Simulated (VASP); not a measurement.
# Na6TeP2 (P4/mmm) in VASP: further runs, part 2 of 2

VASP 6.6.1. The steps go on from the part before.

## 4. Relaxation of cell and atoms, PBE

This run uses another cell than the first one, of 20.67 Å³/atom.

INCAR reads:

```
SYSTEM = Na6TeP2
  PREC = Accurate
  ENCUT = 600
  EDIFF = 1E-6
  ISMEAR = 0
  SIGMA = 0.1
  LREAL = .FALSE.
  LASPH = .TRUE.
  NELM = 80
  ALGO = Normal
  ISIF = 3
  LWAVE = .FALSE.
  LCHARG = .FALSE.
  GGA = PE
  IBRION = 2
  NSW = 90
  EDIFFG = -0.04
```

KPOINTS reads:

```
Automatic mesh
0
G
  4 4 2
  0 0 0
```

POSCAR reads:

```
Na6TeP2
1.0
    4.4540204100      0.0000000000      0.0000000000
    0.0000000000      4.4540204100      0.0000000000
    0.0000000000      0.0000000000      9.3782457800
Na Te P
6 1 2
Direct
    0.0000000000      0.5000000000      0.3413856300
    0.5000000000      0.0000000000      0.3413856300
    0.0000000000      0.5000000000      0.6586143700
    0.5000000000      0.0000000000      0.6586143700
    0.5000000000      0.5000000000      0.5000000000
    0.0000000000      0.0000000000      0.5000000000
    0.0000000000      0.0000000000      0.0000000000
    0.5000000000      0.5000000000      0.2024494000
    0.5000000000      0.5000000000      0.7975506000
```

Run with:

```bash
cat potpaw_PBE.64/Na_pv/POTCAR potpaw_PBE.64/Te/POTCAR potpaw_PBE.64/P/POTCAR > POTCAR
mpirun -np 1 vasp_std > vasp.out
```

Wall time 14 min (1 thread of Intel Xeon 6975P-C (Granite Rapids), shared host); peak memory 0.37 GiB.

The run converged. Its results:

| Item | Value |
| --- | --- |
| Free energy | -24.1695 eV |
| Relaxed volume | 29.17 Å³/atom |
| Relaxed cell | a = 5.893 Å, b = 5.893 Å, c = 7.560 Å, α = 90.00°, β = 90.00°, γ = 90.00° |
| Space group after relaxing (to 0.1 Å) | P4/mmm (No. 123) |
| Energy gained by relaxing | 1132.8 meV/atom |
| Ionic steps | 30 |
| Pressure after relaxing | 0.0 GPa |
| Largest force after relaxing | 0.004 eV/Å |
| Band gap on the k mesh | zero (bands 29 and 30 overlap by 0.30 eV) |

Forces in eV/Å, atoms in the order of the input:
```
Na   0.000  0.000 -0.004
Na   0.000  0.000 -0.004
Na   0.000  0.000  0.004
Na   0.000  0.000  0.004
Na   0.000  0.000  0.000
Na   0.000  0.000  0.000
Te   0.000  0.000  0.000
P    0.000  0.000  0.001
P    0.000  0.000 -0.001
```

Stress tensor (GPa, compression positive):
```
 0.07  0.00  0.00
 0.00  0.07  0.00
 0.00  0.00 -0.01
```

Step by step:
```tsv
step	energy change (eV)	largest force (eV/Å)	pressure (GPa)	volume (Å³)
1	0.0000	1.8428	13.42	186.05
2	-3.1635	1.4261	2.83	236.52
3	-3.7533	1.2553	0.12	267.16
4	-3.6247	0.9902	-2.36	335.88
5	-3.8739	1.1308	-1.29	294.76
6	-3.8756	1.1480	-1.12	290.27
7	-4.4038	1.0938	-1.02	287.18
8	-5.8608	1.0182	-0.61	276.20
9	-5.7168	6.3880	3.93	246.20
10	-6.5554	1.0172	-0.05	266.24
11	-6.7547	2.6415	1.33	256.77
12	-6.7915	2.0898	0.92	259.08
13	-7.2503	2.0920	0.55	260.81
14	-8.3867	2.3935	-0.33	265.57
15	-7.7924	2.7483	0.69	273.17
16	-8.6633	2.6798	-0.46	267.48
17	-8.9876	2.8995	-0.51	270.53
18	-9.4978	1.9011	1.06	267.21
19	-9.6657	0.9167	0.00	268.17
20	-10.0195	0.7084	-0.27	268.27
21	-10.1291	0.7627	-0.39	268.04
22	-10.0860	1.8976	0.88	263.16
23	-10.1646	0.1620	0.07	265.89
24	-10.1737	0.1274	0.01	266.14
25	-10.1888	0.1015	-0.13	266.91
26	-10.1900	0.1015	-0.20	267.19
27	-10.1944	0.0818	-0.06	263.35
28	-10.1944	0.0924	-0.02	263.15
29	-10.1892	0.3514	0.32	260.40
30	-10.1949	0.0040	0.04	262.53
```

Final structure:
```
CELL_PARAMETERS angstrom
5.89269 0.00000 0.00000
0.00000 5.89269 0.00000
0.00000 0.00000 7.56040
ATOMIC_POSITIONS crystal
Na 0.00000 0.50000 0.19634
Na 0.50000 0.00000 0.19634
Na 0.00000 0.50000 0.80366
Na 0.50000 0.00000 0.80366
Na 0.50000 0.50000 0.50000
Na 0.00000 0.00000 0.50000
Te 0.00000 0.00000 0.00000
P 0.50000 0.50000 0.13675
P 0.50000 0.50000 0.86325
```

Levels at points of the mesh, in eV from the Fermi level:
```csv
k point,band 25,band 26,band 27,band 28,band 29,band 30,band 31,band 32,band 33,band 34
"(0.00, 0.00, 0.00)",-1.67,-0.71,-0.71,-0.59,0.07,0.07,1.65,2.54,2.54,2.66
"(0.50, 0.00, 0.00)",-1.88,-1.77,-1.34,-0.26,0.14,0.26,0.81,2.90,3.43,3.49
"(0.50, 0.50, 0.00)",-1.54,-0.57,-0.57,-0.38,-0.38,0.62,0.73,0.73,2.63,4.29
"(0.00, 0.00, 0.50)",-2.18,-0.71,-0.71,-0.25,-0.16,-0.16,1.94,2.25,2.36,3.19
"(0.50, 0.00, 0.50)",-2.31,-1.73,-1.33,-0.10,-0.04,-0.03,1.24,2.67,2.88,3.14
"(0.50, 0.50, 0.50)",-1.81,-0.94,-0.94,-0.57,-0.57,1.23,1.81,1.81,1.86,3.07
```

Caveat: the volume moved by over 15 % at a fixed basis, so the end points are rough; spin-orbit coupling is left out, which moves the levels of the heavy elements.

## 5. Single point, PBE

INCAR reads:

```
ALGO = Normal
EDIFF = 1E-6
ENCUT = 520
GGA = PE
ISIF = 2
ISMEAR = 0
LASPH = T
LCHARG = F
LREAL = F
LWAVE = F
NBANDS = 39
NELM = 80
PREC = Accurate
SIGMA = 0.1
```

KPOINTS reads:

```
k-points
0
Gamma
  6 6 6
```

POSCAR reads:

```
Na6TeP2
1.0
    5.9215871029      0.0000000000      0.0000000000
    0.0000000000      5.9215871029      0.0000000000
    0.0000000000      0.0000000000      7.5101513365
Na Te P
6 1 2
Direct
    0.0000000000      0.5000000000      0.1953261121
    0.5000000000      0.0000000000      0.1953261121
    0.0000000000      0.5000000000      0.8046738879
    0.5000000000      0.0000000000      0.8046738879
    0.5000000000      0.5000000000      0.5000000000
    0.0000000000      0.0000000000      0.5000000000
    0.0000000000      0.0000000000      0.0000000000
    0.5000000000      0.5000000000      0.1382728859
    0.5000000000      0.5000000000      0.8617271141
```

Potentials or basis: VASP PAW PBE potentials, release 64 (Na_pv, Te, P).

Run with:

```bash
cat potpaw_PBE.64/Na_pv/POTCAR potpaw_PBE.64/Te/POTCAR potpaw_PBE.64/P/POTCAR > POTCAR
mpirun -np 1 vasp_std > vasp.out
```

OUTCAR:

```text
EDIFF = 1E-6
   ENCUT = 520
   GGA = PE
   ISIF = 2
   ISMEAR = 0
   LASPH = T
   LREAL = F
   NELM = 80
   PREC = Accurate

 ion  position               nearest neighbor table
   1  0.000  0.500  0.195-
   2  0.500  0.000  0.195-
   3  0.000  0.500  0.805-
   4  0.500  0.000  0.805-
   5  0.500  0.500  0.500-   8 2.72   9 2.72
   6  0.000  0.000  0.500-
   7  0.000  0.000  0.000-
   8  0.500  0.500  0.138-   9 2.08   5 2.72
   9  0.500  0.500  0.862-   8 2.08   5 2.72

  LATTYP: Found a simple tetragonal cell.
 ALAT       =     5.9215871029
 C/A-ratio  =     1.2682666329

  Lattice vectors:

 A1 = (   5.9215871029,   0.0000000000,   0.0000000000)
 A2 = (   0.0000000000,   5.9215871029,   0.0000000000)
 A3 = (   0.0000000000,   0.0000000000,   7.5101513365)

Analysis of symmetry for initial positions (statically):
=====================================================================
 Subroutine PRICEL returns:
[... 191 lines left out ...]
 Fermi energy:         1.5815169070

 k-point     1 :       0.0000    0.0000    0.0000
  band No.  band energies     occupation
      1     -23.4000      2.00000
      2     -23.4000      2.00000
      3     -23.3631      2.00000
      4     -22.9831      2.00000
      5     -22.9831      2.00000
      6     -22.9573      2.00000
[... 997 lines left out ...]
     38       6.1623      0.00000
     39       6.4865      0.00000

 [... further k-points ...]

------------------------ aborting loop because EDIFF is reached ----------------------------------------

  FORCE on cell =-STRESS in cart. coord.  units (eV):
  Direction    XX          YY          ZZ          XY          YZ          ZX
  --------------------------------------------------------------------------------------
  -------------------------------------------------------------------------------------
  Total        0.0176764      0.0176764     -0.1075805      0.0000000     -0.0000000      0.0000000
  in kB        0.1075426      0.1075426     -0.6545147      0.0000000     -0.0000000      0.0000000
  external PRESSURE =      -0.1464765 kB  Pullay stress =       0.0000000 kB

 VOLUME and BASIS-vectors are now :
 -----------------------------------------------------------------------------
  energy-cutoff  :      520.00
  volume of cell :      263.34
      direct lattice vectors                 reciprocal lattice vectors
     5.921587103  0.000000000  0.000000000     0.168873645  0.000000000  0.000000000
     0.000000000  5.921587103  0.000000000     0.000000000  0.168873645  0.000000000
     0.000000000  0.000000000  7.510151336     0.000000000  0.000000000  0.133153109

 POSITION                                       TOTAL-FORCE (eV/Angst)
 -----------------------------------------------------------------------------------
      0.00000      2.96079      1.46693         0.000000      0.000000      0.002697
      2.96079      0.00000      1.46693         0.000000     -0.000000      0.002697
      0.00000      2.96079      6.04322        -0.000000      0.000000     -0.002697
      2.96079      0.00000      6.04322        -0.000000      0.000000     -0.002697
      2.96079      2.96079      3.75508         0.000000      0.000000      0.000000
      0.00000      0.00000      3.75508         0.000000      0.000000      0.000000
      0.00000      0.00000      0.00000         0.000000      0.000000      0.000000
      2.96079      2.96079      1.03845         0.000000     -0.000000     -0.063096
      2.96079      2.96079      6.47170         0.000000      0.000000      0.063096
 -----------------------------------------------------------------------------------
    total drift:                                0.000000      0.000000      0.000000

  FREE ENERGIE OF THE ION-ELECTRON SYSTEM (eV)
  ---------------------------------------------------
  free  energy   TOTEN  =       -24.2017130056 eV

  energy  without entropy=      -24.1740745082  energy(sigma->0) =      -24.18789376
```

OSZICAR:

```text
N       E                     dE             d eps       ncg     rms          rms(c)
DAV:   1     0.519066816427E+03    0.51907E+03   -0.28007E+04  3152   0.145E+03
DAV:   2     0.240653137345E+02   -0.49500E+03   -0.48266E+03  3142   0.400E+02
DAV:   3    -0.249922313488E+02   -0.49058E+02   -0.48129E+02  3897   0.137E+02
DAV:   4    -0.272297048187E+02   -0.22375E+01   -0.22288E+01  3640   0.246E+01
DAV:   5    -0.272991069431E+02   -0.69402E-01   -0.69387E-01  4447   0.489E+00    0.755E+00
DAV:   6    -0.243934698290E+02    0.29056E+01   -0.14403E+01  3612   0.830E+00    0.426E+00
DAV:   7    -0.242461846790E+02    0.14729E+00   -0.77820E-01  3498   0.303E+00    0.276E+00
DAV:   8    -0.242083535686E+02    0.37831E-01   -0.40743E-01  3609   0.155E+00    0.596E-01
DAV:   9    -0.242030344153E+02    0.53192E-02   -0.10865E-01  3559   0.720E-01    0.557E-01
DAV:  10    -0.242016411388E+02    0.13933E-02   -0.94300E-03  3562   0.285E-01    0.234E-01
DAV:  11    -0.242016746932E+02   -0.33554E-04   -0.12975E-03  3628   0.119E-01    0.999E-02
DAV:  12    -0.242017088001E+02   -0.34107E-04   -0.15309E-04  3603   0.455E-02    0.314E-02
DAV:  13    -0.242017150299E+02   -0.62298E-05   -0.21367E-05  2953   0.198E-02    0.254E-02
DAV:  14    -0.242017133991E+02    0.16308E-05   -0.25274E-06  2965   0.668E-03    0.497E-03
DAV:  15    -0.242017130056E+02    0.39349E-06   -0.23041E-06  2824   0.442E-03
   1 F= -.24201713E+02 E0= -.24187894E+02  d E =-.276385E-01
```

Wall time 2.6 min (1 thread of Intel Xeon 6975P-C (Granite Rapids), shared host); peak memory 0.54 GiB.

What came out:

```yaml
Free_energy: -24.2017 eV
Pressure: 0.0 GPa
Largest_force: 0.063 eV/Å
Band_gap_on_the_k_mesh: zero (bands 29 and 30 overlap by 0.31 eV)
```

Forces on the atoms (eV/Å):
```
Na   0.000  0.000  0.003
Na   0.000  0.000  0.003
Na   0.000  0.000 -0.003
Na   0.000  0.000 -0.003
Na   0.000  0.000  0.000
Na   0.000  0.000  0.000
Te   0.000  0.000  0.000
P    0.000  0.000 -0.063
P    0.000  0.000  0.063
```

Stress tensor (GPa, compression positive):
```
 0.01  0.00  0.00
 0.00  0.01  0.00
 0.00  0.00 -0.07
```

Caveat: spin-orbit coupling is left out, which moves the levels of the heavy elements.

## 6. Summary

| task | cell | k mesh | cutoff (eV) | gap on the mesh (eV) | pressure (GPa) | largest force (eV/Å) |
| --- | --- | --- | --- | --- | --- | --- |
| single point | a = 5.912, b = 5.912, c = 7.546 Å, 9 atoms, atomic positions A | 4 × 4 × 2 | 520 | none | 0.0 | 0.10 |
| single point | a = 4.454, b = 4.454, c = 9.378 Å, 9 atoms, atomic positions B | 4 × 4 × 2 | 520 | none | 13.4 | 1.84 |
| relaxation of cell and atoms | relaxed from a = 4.454, b = 4.454, c = 9.378 Å, 9 atoms, atomic positions B | 4 × 4 × 2 | 600 | none | 0.0 | - |
| single point | a = 5.922, b = 5.922, c = 7.510 Å, 9 atoms, atomic positions A | 6 × 6 × 6 | 520 | none | 0.0 | 0.06 |

Alike in all rows: level PBE; potentials or basis VASP PAW PBE potentials, release 64 (Na_pv, Te, P); no spin polarisation; smearing gaussian 0.1 eV.

Caveats: some runs use coarse meshes; spin-orbit coupling is left out, which moves the levels of the heavy elements; the cell stands under pressure (at least some runs); forces of over 1 eV/Å act on the atoms, so gaps and moduli don't describe the material at rest (at least some runs); the volume moved by over 15 % at a fixed basis, so the end points are rough (at least some runs).

Total energies depend on the potentials used, so only differences within one code and one set of settings carry meaning.
